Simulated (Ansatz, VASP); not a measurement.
# Ge in VASP and in Ansatz

```xyz
2
Lattice="1.4905 -2.5990 0.0000 1.4905 2.5990 0.0000 0.0000 0.0000 4.7355" Properties=species:S:1:pos:R:3 pbc="T T T"
Ge    1.4478   -0.9671    1.0001
Ge    1.5250    0.9624    3.5084
```

Alike in both runs: task single point; functional LDA; k mesh 8 × 8 × 4; occupations fermi-dirac, width 0.1 eV; no spin polarisation.

|  | VASP | Ansatz |
| --- | --- | --- |
| version | VASP 6.6.1 | Ansatz 0.2.0 |
| potentials or method | VASP PAW LDA potentials, release 64 (Ge_d), cutoff 520 eV | plane waves, PAW |
| valence electrons in the cell | 28 | 28 |

VASP gave:

```
pressure (GPa)                                                : -0.6
traceless stress, the component that is largest in VASP (GPa) : 4.69
rms of the force components (eV/Å)                            : 0.274
```

Task: Estimate Ansatz's values.

Result: Pressure (GPa): -0.7; traceless stress, the component that is largest in VASP (GPa): 4.64; rms of the force components (eV/Å): 0.267.

LDA's correlation is that of Perdew and Zunger in VASP and of Perdew and Wang (1992) in Ansatz. Atom by atom the forces differ by 0.007 eV/Å (rms over components). Ansatz's warnings: stress scf threshold loose.
